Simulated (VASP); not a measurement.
Write the native input for VASP 6.6.1 that does the following.

```yaml
Task: single point
Functional: PBEsol
Potentials_or_basis: VASP PAW PBE potentials, release 64 (Re)
Cutoff: 520 eV
k_mesh: 12 × 12 × 12
Occupations: fermi-dirac, width 0.05 eV
Spin: no spin polarisation
Dipole_correction: no
Further_INCAR_settings: ALGO = Normal; EDIFF = 1e-06; NBANDS = 14
```

The structure of Re lies in POSCAR:

```
Re
1.0
    0.0000000000      2.6494807338      2.6494807338
    2.6494807338      0.0000000000      2.6494807338
    2.6494807338      2.6494807338      0.0000000000
Re
2
Direct
   -0.1250000000     -0.1250000000     -0.1250000000
    0.1250000000      0.1250000000      0.1250000000
```

This cell differs from its parent crystal: volume scaled by 0.85.

These files were run (other wordings do the same):

INCAR

```
  ALGO = Normal
  EDIFF = 1E-6
  ENCUT = 520
  GGA = PS
  ISIF = 2
  ISMEAR = -1
  LASPH = True
  LCHARG = False
  LREAL = False
  LWAVE = False
  NBANDS = 14
  NELM = 100
  PREC = Accurate
  SIGMA = 0.05
```

KPOINTS

```
k-points
0
Gamma
  12 12 12
```

Potentials or basis: VASP PAW PBE potentials, release 64 (Re).

Run with:

```bash
$ cat potpaw_PBE.64/Re/POTCAR > POTCAR
$ mpirun -np 1 vasp_std > vasp.out
```

Results of the run:

```json
{
  "Pressure": "39.6 GPa",
  "Band gap on the k mesh": "zero (band 7 reaches 5.85 eV, above the bottom of band 8 at 4.16 eV)"
}
```

Caveat: the PAW data sets were made with another functional, which shifts forces and pressure a little; spin-orbit coupling is left out, which moves the levels of the heavy elements.

It took 16 s on 1 thread of Intel(R) Xeon(R) 6975P-C (Granite Rapids), with other jobs on the host, peak memory 0.17 GiB.
